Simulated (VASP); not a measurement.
# Ta (Im-3m) in VASP: further runs

Aim: see how the results for Ta move with the level of theory and the settings. Levels: LDA, PBEsol, r2SCAN, PBE. Tasks: electric field gradients.

Everything below comes from runs of VASP 6.6.1. Logs are shortened: lines on timing, memory, paths and dates and some standing lists are left out, and cuts for length are marked.

## (1) The cell of the first run

The structure is cubic, space group Im-3m (No. 229). The conventional cell has a = 3.303 Å, b = 3.303 Å, c = 3.303 Å, α = 90.00°, β = 90.00°, γ = 90.00°. Ta (site symmetry m-3m) has 14 Ta at 2.86 to 3.30 Å within 3.8 Å.

## (2) Electric field gradients, LDA

File INCAR:

```
SYSTEM = Ta
PREC = Accurate
ENCUT = 520
EDIFF = 1E-8
ISMEAR = -1
SIGMA = 0.08
LREAL = .False.
LASPH = .True.
NELM = 100
ALGO = Normal
ISIF = 2
LWAVE = .False.
LCHARG = .False.
GGA = CA
LEFG = .True.
NBANDS = 12
```

File KPOINTS:

```
Automatic mesh
0
Gamma
  17 17 17
  0 0 0
```

File POSCAR:

```
Ta
1.0
   -1.6512800000      1.6512800000      1.6512800000
    1.6512800000     -1.6512800000      1.6512800000
    1.6512800000      1.6512800000     -1.6512800000
Ta
1
Direct
    0.0000000000      0.0000000000      0.0000000000
```

Potentials or basis: VASP PAW LDA potentials, release 64 (Ta_pv).

The run is started by

```bash
cat potpaw_LDA.64/Ta_pv/POTCAR > POTCAR
mpirun -np 1 vasp_std > vasp.out
```

OUTCAR:

```text
SYSTEM = Ta
   PREC = Accurate
   ENCUT = 520
   EDIFF = 1E-8
   ISMEAR = -1
   LREAL = .False.
   LASPH = .True.
   NELM = 100
   ISIF = 2
   GGA = CA

 ion  position               nearest neighbor table
   1  0.000  0.000  0.000-

  LATTYP: Found a body centered cubic cell.
 ALAT       =     3.3025600000

  Lattice vectors:

 A1 = (  -1.6512800000,   1.6512800000,   1.6512800000)
 A2 = (   1.6512800000,  -1.6512800000,   1.6512800000)
 A3 = (   1.6512800000,   1.6512800000,  -1.6512800000)

Analysis of symmetry for initial positions (statically):
=====================================================================
 Subroutine PRICEL returns:
 Original cell was already a primitive cell.

 Routine SETGRP: Setting up the symmetry group for a
 body centered cubic supercell.

 Subroutine GETGRP returns: Found 48 space group operations
 (whereof 48 operations were pure point group operations)
 out of a pool of 48 trial point group operations.

The static configuration has the point symmetry O_h .

Analysis of symmetry for dynamics (positions and initial velocities):
=====================================================================
 Subroutine PRICEL returns:
 Original cell was already a primitive cell.

 Routine SETGRP: Setting up the symmetry group for a
 body centered cubic supercell.

 Subroutine GETGRP returns: Found 48 space group operations
 (whereof 48 operations were pure point group operations)
 out of a pool of 48 trial point group operations.

The dynamic configuration has the point symmetry O_h .

 Subroutine INISYM returns: Found 48 space group operations
 (whereof 48 operations are pure point group operations),
 and found     1 'primitive' translations

----------------------------------------------------------------------------------------

                                     Primitive cell

  volume of cell :      18.0104

  direct lattice vectors                    reciprocal lattice vectors
    -1.651280000  1.651280000  1.651280000     0.000000000  0.302795407  0.302795407
     1.651280000 -1.651280000  1.651280000     0.302795407  0.000000000  0.302795407
     1.651280000  1.651280000 -1.651280000     0.302795407  0.302795407  0.000000000

  length of vectors
     2.860100858  2.860100858  2.860100858     0.428217371  0.428217371  0.428217371

  position of ions in fractional coordinates (direct lattice)
     0.000000000  0.000000000  0.000000000

  ion indices of the primitive-cell ions
   primitive index   ion index
                 1           1

----------------------------------------------------------------------------------------

 KPOINTS: Automatic mesh

Automatic generation of k-mesh.
 Grid dimensions read from file:
 generate k-points for:   17   17   17

 Generating k-lattice:

  Cartesian coordinates                     Fractional coordinates (reciprocal lattice)
     0.000000000  0.017811495  0.017811495     0.058823529  0.000000000  0.000000000
     0.017811495  0.000000000  0.017811495     0.000000000  0.058823529  0.000000000
     0.017811495  0.017811495  0.000000000     0.000000000  0.000000000  0.058823529

  Length of vectors
     0.025189257  0.025189257  0.025189257

  Shift w.r.t. Gamma in fractional coordinates (k-lattice)
     0.000000000  0.000000000  0.000000000

 Subroutine IBZKPT returns following result:
 ===========================================

 Found    165 irreducible k-points:

 Following reciprocal coordinates:
            Coordinates               Weight
  0.000000  0.000000  0.000000      1.000000
  0.058824  0.000000  0.000000     12.000000
  0.117647  0.000000  0.000000     12.000000
  0.176471  0.000000  0.000000     12.000000
  0.235294  0.000000  0.000000     12.000000
  0.294118  0.000000  0.000000     12.000000
[... 16 lines left out ...]
  0.411765  0.117647 -0.000000     48.000000
  0.176471  0.176471  0.000000     24.000000
 [... further k-points ...]
   k-points           NKPTS =    165   k-points in BZ     NKDIM =    165   number of bands    NBANDS=     12
   number of dos      NEDOS =    301   number of ions     NIONS =      1
   total plane-waves  NPLWV =  13824
   dimension x,y,z NGX =    24 NGY =   24 NGZ =   24
   dimension x,y,z NGXF=    48 NGYF=   48 NGZF=   48
   ions per type =               1
   NGX,Y,Z   is equivalent  to a cutoff of  13.95, 13.95, 13.95 a.u.
   NGXF,Y,Z  is equivalent  to a cutoff of  27.90, 27.90, 27.90 a.u.
 SYSTEM =  Ta
   PREC   = accura    normal or accurate (medium, high low for compatibility)
   ISTART =      0    job   : 0-new  1-cont  2-samecut
   ICHARG =      2    charge: 1-file 2-atom 10-const
   ISPIN  =      1    spin polarized calculation?
   LNONCOLLINEAR =      F non collinear calculations
   LSORBIT =      F    spin-orbit coupling
   LASPH  =      T    aspherical Exc in radial PAW
   ENCUT  =  520.0 eV  38.22 Ry    6.18 a.u.   5.32  5.32  5.32*2*pi/ulx,y,z
   NELM   =    100;   NELMIN=  2; NELMDL= -5     # of ELM steps
   EDIFF  = 0.1E-07   stopping-criterion for ELM
   LREAL  =      F    real-space projection
   EDIFFG = 0.1E-06   stopping-criterion for IOM
   NSW    =      0    number of steps for IOM
   IBRION =     -1    ionic relax: 0-MD 1-quasi-New 2-CG
   NFREE  =      0    steps in history (QN), initial steepest desc. (CG)
   ISIF   =      2    stress and relaxation
   ISYM   =      2    0-nonsym 1-usesym 2-fastsym
   POTIM  = 0.5000    time-step for ionic-motion
   TEBEG  =    0.0;   TEEND  =   0.0 temperature during run
   PSTRESS=    0.0 pullay stress
   NELECT =      11.0000    total number of electrons
   NUPDOWN=      -1.0000    fix difference up-down
   EMIN   =  10.00;   EMAX   =-10.00  energy-range for DOS
   EFERMI =   0.00;   METHOD = LEGACY
   ISMEAR =    -1;   SIGMA  =   0.08  broadening in eV -4-tet -1-fermi 0-gaus
   EFERMI_NEDOS =   21; number of points for ismear=-14 and -15
   IALGO  =     38    algorithm
   IMIX   =      4    mixing-type and parameters
     AMIX     =   0.40;   BMIX     =  1.00
     AMIX_MAG =   1.60;   BMIX_MAG =  1.00
  volume/ion in A,a.u.               =      18.01       121.54
  Fermi-wavevector in a.u.,A,eV,Ry     =   1.388988  2.624806 26.249534  1.929286
  Thomas-Fermi vector in A             =   2.513061
   LORBIT       =      0    0 simple, 1 ext, 2 COOP (PROOUT), +10 PAW based schemes
   GGA     = CA    functional components
   LHFCALC =     F    Hartree Fock is set to
   AEXX    =    0.0000 exact exchange contribution
   IVDW    =     0    specifies the selected vdW correction
   LEPSILON=     F    determine dielectric tensor
   LRPA    =     F    only Hartree local field effects (RPA)
 non-spin polarized calculation
  energy-cutoff  :      520.00
  volume of cell :       18.01
 maximum number of plane-waves:       496
 NGX is ok and might be reduce to    24
   NGX = 11   NGY = 11   NGZ = 11

 number of electron      11.0000002 magnetization

 Free energy of the ion-electron system (eV)
  ---------------------------------------------------
  ext. energy  EPLUGINS =         0.00000000
  ---------------------------------------------------
  free energy    TOTEN  =       -12.82330369 eV

  energy without entropy =      -12.79542131  energy(sigma->0) =      -12.80936250

 E-fermi :   5.3985     XC(G=0): -12.7964

 val. band max:        5.3950939400   @ k =   0.1765   0.0588   0.0000
 cond. band min:       5.4014455567   @ k =   0.3529   0.1765   0.1176
 fundamental gap:      0.0063516167
 Fermi energy:         5.3985297046

 k-point     1 :       0.0000    0.0000    0.0000
  band No.  band energies     occupation
      1     -27.4998      2.00000
      2     -27.4998      2.00000
      3     -27.4998      2.00000
      4      -2.4427      2.00000
      5       6.0700      0.00045
      6       6.0700      0.00045
      7       6.0700      0.00045
      8       9.3271      0.00000
      9       9.3271      0.00000
     10      19.0874      0.00000
     11      20.4769      0.00000
     12      20.4769      0.00000

 k-point     2 :       0.0588    0.0000    0.0000
  band No.  band energies     occupation
      1     -27.5439      2.00000
      2     -27.5133      2.00000
      3     -27.5000      2.00000
      4      -2.2867      2.00000
      5       5.9699      0.00158
      6       6.0430      0.00063
      7       6.2221      0.00007
      8       9.1640      0.00000
      9       9.3276      0.00000
     10      19.0873      0.00000
     11      20.6168      0.00000
     12      20.7482      0.00000

 k-point     3 :       0.1176    0.0000    0.0000
  band No.  band energies     occupation
      1     -27.6686      2.00000
      2     -27.5520      2.00000
      3     -27.5007      2.00000
      4      -1.8373      2.00000
      5       5.6969      0.04688
      6       5.9249      0.00277
      7       6.6733      0.00000
      8       8.8368      0.00000
      9       9.3386      0.00000
     10      19.0869      0.00000
     11      20.9587      0.00000
     12      21.5326      0.00000
[... 286 lines left out ...]
 k-point    23 :       0.4118    0.1176   -0.0000
  band No.  band energies     occupation
      1     -28.6374      2.00000
      2     -27.9356      2.00000
      3     -27.5654      2.00000
      4       1.4743      2.00000
      5       3.9166      2.00000
      6       6.2935      0.00003
      7       9.0504      0.00000
      8      10.4677      0.00000
      9      13.6287      0.00000
     10      16.5016      0.00000
     11      18.3795      0.00000
     12      19.0969      0.00000

 k-point    24 :       0.1765    0.1765    0.0000
  band No.  band energies     occupation
      1     -28.2740      2.00000
      2     -27.7567      2.00000
      3     -27.5799      2.00000
      4       0.8150      2.00000
      5       4.5202      1.99997
      6       4.7841      1.99908
      7       8.3753      0.00000
      8      10.0134      0.00000
      9      10.1970      0.00000
     10      19.0783      0.00000
     11      20.1008      0.00000
     12      22.2165      0.00000

 [... further k-points ...]

------------------------ aborting loop because EDIFF is reached ----------------------------------------

  FORCE on cell =-STRESS in cart. coord.  units (eV):
  Direction    XX          YY          ZZ          XY          YZ          ZX
  --------------------------------------------------------------------------------------
  -------------------------------------------------------------------------------------
  Total       -0.9200660     -0.9200660     -0.9200660     -0.0000000      0.0000000     -0.0000000
  in kB      -81.8478749    -81.8478749    -81.8478749     -0.0000000      0.0000000     -0.0000000
  external PRESSURE =     -81.8478749 kB  Pullay stress =       0.0000000 kB

 VOLUME and BASIS-vectors are now :
 -----------------------------------------------------------------------------
  energy-cutoff  :      520.00
  volume of cell :       18.01
      direct lattice vectors                 reciprocal lattice vectors
    -1.651280000  1.651280000  1.651280000     0.000000000  0.302795407  0.302795407
     1.651280000 -1.651280000  1.651280000     0.302795407  0.000000000  0.302795407
     1.651280000  1.651280000 -1.651280000     0.302795407  0.302795407  0.000000000

 POSITION                                       TOTAL-FORCE (eV/Angst)
 -----------------------------------------------------------------------------------
      0.00000      0.00000      0.00000        -0.000000      0.000000     -0.000000
 -----------------------------------------------------------------------------------
    total drift:                                0.000000      0.000000      0.000000

  FREE ENERGIE OF THE ION-ELECTRON SYSTEM (eV)
  ---------------------------------------------------
  free  energy   TOTEN  =       -12.8233036912 eV

  energy  without entropy=      -12.7954213134  energy(sigma->0) =      -12.80936250

 Electric field gradients (V/A^2)
---------------------------------------------------------------------
 ion       V_xx      V_yy      V_zz      V_xy      V_xz      V_yz
---------------------------------------------------------------------
   1      -0.000     0.000    -0.000     0.000     0.000     0.000
---------------------------------------------------------------------

 Electric field gradients after diagonalization (V/A^2)
 (convention: |V_zz| > |V_xx| > |V_yy|)
----------------------------------------------------------------------
 ion       V_xx      V_yy      V_zz     asymmetry (V_yy - V_xx)/ V_zz
----------------------------------------------------------------------
   1      -0.000    -0.000     0.000       0.000
----------------------------------------------------------------------

           NMR quadrupolar parameters

 Cq : quadrupolar parameter    Cq=e*Q*V_zz/h
 eta: asymmetry parameters     (V_yy - V_xx)/ V_zz
 Q  : nuclear electric quadrupole moment in mb (millibarn)
----------------------------------------------------------------------
 ion       Cq(MHz)       eta       Q (mb)
----------------------------------------------------------------------
   1       0.000       0.000       1.000
----------------------------------------------------------------------
```

Wall time 24 s (1 thread of Intel Xeon Platinum 8488C (Sapphire Rapids), shared host); peak memory 0.15 GiB.

Results:

```yaml
Free_energy: -12.8233 eV
Pressure: -8.2 GPa
Band_gap_on_the_k_mesh: zero (an odd number of electrons rules out a gap without spin polarisation)
Largest_electric_field_gradient_by_atom: under 0.05 V/Å² on every atom
```

Caveat: the cell stands under tension; spin-orbit coupling is left out, which moves the levels of the heavy elements.

## (3) Electric field gradients, PBEsol

File INCAR:

```
PREC = Accurate
ENCUT = 520
EDIFF = 1E-8
ISMEAR = -1
SIGMA = 0.08
LREAL = F
LASPH = T
NELM = 60
ALGO = Normal
ISIF = 2
LWAVE = F
LCHARG = F
GGA = PS
LEFG = T
NBANDS = 12
```

File KPOINTS:

```
Automatic mesh
0
Gamma
  17 17 17
```

POSCAR is that of step 2.

Potentials or basis: VASP PAW PBE potentials, release 64 (Ta_pv).

The run is started by

```bash
cat potpaw_PBE.64/Ta_pv/POTCAR > POTCAR
mpirun -np 1 vasp_std > vasp.out
```

OUTCAR:

```text
PREC = Accurate
   ENCUT = 520
   EDIFF = 1E-8
   ISMEAR = -1
   LREAL = F
   LASPH = T
   NELM = 60
   ISIF = 2
   GGA = PS

 ion  position               nearest neighbor table
   1  0.000  0.000  0.000-

  LATTYP: Found a body centered cubic cell.
 ALAT       =     3.3025600000

  Lattice vectors:

 A1 = (  -1.6512800000,   1.6512800000,   1.6512800000)
 A2 = (   1.6512800000,  -1.6512800000,   1.6512800000)
 A3 = (   1.6512800000,   1.6512800000,  -1.6512800000)

Analysis of symmetry for initial positions (statically):
=====================================================================
 Subroutine PRICEL returns:
 Original cell was already a primitive cell.

 Routine SETGRP: Setting up the symmetry group for a
 body centered cubic supercell.
[... 541 lines left out ...]
  in kB      -36.3956985    -36.3956985    -36.3956985      0.0000000     -0.0000000      0.0000000
  external PRESSURE =     -36.3956985 kB  Pullay stress =       0.0000000 kB

 VOLUME and BASIS-vectors are now :
 -----------------------------------------------------------------------------
  energy-cutoff  :      520.00
  volume of cell :       18.01
      direct lattice vectors                 reciprocal lattice vectors
    -1.651280000  1.651280000  1.651280000     0.000000000  0.302795407  0.302795407
     1.651280000 -1.651280000  1.651280000     0.302795407  0.000000000  0.302795407
     1.651280000  1.651280000 -1.651280000     0.302795407  0.302795407  0.000000000

 POSITION                                       TOTAL-FORCE (eV/Angst)
 -----------------------------------------------------------------------------------
      0.00000      0.00000      0.00000        -0.000000      0.000000     -0.000000
 -----------------------------------------------------------------------------------
    total drift:                                0.000000      0.000000      0.000000

  FREE ENERGIE OF THE ION-ELECTRON SYSTEM (eV)
  ---------------------------------------------------
  free  energy   TOTEN  =       -12.5620098942 eV

  energy  without entropy=      -12.5345077404  energy(sigma->0) =      -12.54825882

 Electric field gradients (V/A^2)
---------------------------------------------------------------------
 ion       V_xx      V_yy      V_zz      V_xy      V_xz      V_yz
---------------------------------------------------------------------
   1       0.000    -0.000    -0.000     0.000     0.000     0.000
---------------------------------------------------------------------

 Electric field gradients after diagonalization (V/A^2)
 (convention: |V_zz| > |V_xx| > |V_yy|)
----------------------------------------------------------------------
 ion       V_xx      V_yy      V_zz     asymmetry (V_yy - V_xx)/ V_zz
----------------------------------------------------------------------
   1      -0.000    -0.000     0.000       0.000
----------------------------------------------------------------------

           NMR quadrupolar parameters

 Cq : quadrupolar parameter    Cq=e*Q*V_zz/h
 eta: asymmetry parameters     (V_yy - V_xx)/ V_zz
 Q  : nuclear electric quadrupole moment in mb (millibarn)
----------------------------------------------------------------------
 ion       Cq(MHz)       eta       Q (mb)
----------------------------------------------------------------------
   1       0.000       0.000       1.000
----------------------------------------------------------------------
```

It took 29 s on 1 thread of Intel Xeon Platinum 8488C (Sapphire Rapids), shared host; peak memory 0.16 GiB.

What came out:

```
Free energy                             : -12.5620 eV
Pressure                                : -3.6 GPa
Band gap on the k mesh                  : zero (an odd number of electrons rules out a gap without spin polarisation)
Largest electric field gradient by atom : under 0.05 V/Å² on every atom
```

Caveat: the cell stands under tension; the PAW data sets were made with another functional, which shifts forces and pressure a little; spin-orbit coupling is left out, which moves the levels of the heavy elements.

(Continued in part 2 of 2.)

The gap in the log of VASP goes by the Fermi energy; the results here count the filled bands.